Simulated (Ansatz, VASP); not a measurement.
**Si3N4 in VASP and in Ansatz**

```xyz
14
Lattice="0.0000 3.9332 3.9332 3.9332 0.0000 3.9332 3.9332 3.9332 0.0000" Properties=species:S:1:pos:R:3 pbc="T T T"
Si    2.9499    2.9499    0.9833
Si    2.9499    0.9833    2.9499
Si    0.9833    2.9499    2.9499
Si    0.9833    0.9833    0.9833
Si    5.8998    5.8998    5.8998
Si    3.9332    3.9332    3.9332
N     2.8912    2.8912    2.8912
N     6.9417    4.8578    4.8578
N     4.8578    4.8578    6.9417
N     4.8578    6.9417    4.8578
N     4.9751    4.9751    2.8912
N     4.9751    2.8912    4.9751
N     6.9417    6.9417    6.9417
N     2.8912    4.9751    4.9751
```

Alike in both runs: task relaxation of the atoms; functional PBE; k mesh 6 × 6 × 6; occupations gaussian, width 0.02 eV; no spin polarisation.

|  | VASP | Ansatz |
| --- | --- | --- |
| version | VASP 6.6.1 | Ansatz 0.2.0 |
| potentials or method | VASP PAW PBE potentials, release 64 (Si, N), cutoff 520 eV | scalar-relativistic, plane waves, PAW |
| valence electrons in the cell | 64 | 64 |

```tsv
	VASP	Ansatz	Ansatz less VASP
gap on the k mesh at the Fermi level, each at its own relaxed structure (eV)	3.22	3.23	+0.011
```

Ansatz's warnings: stress scf threshold loose.
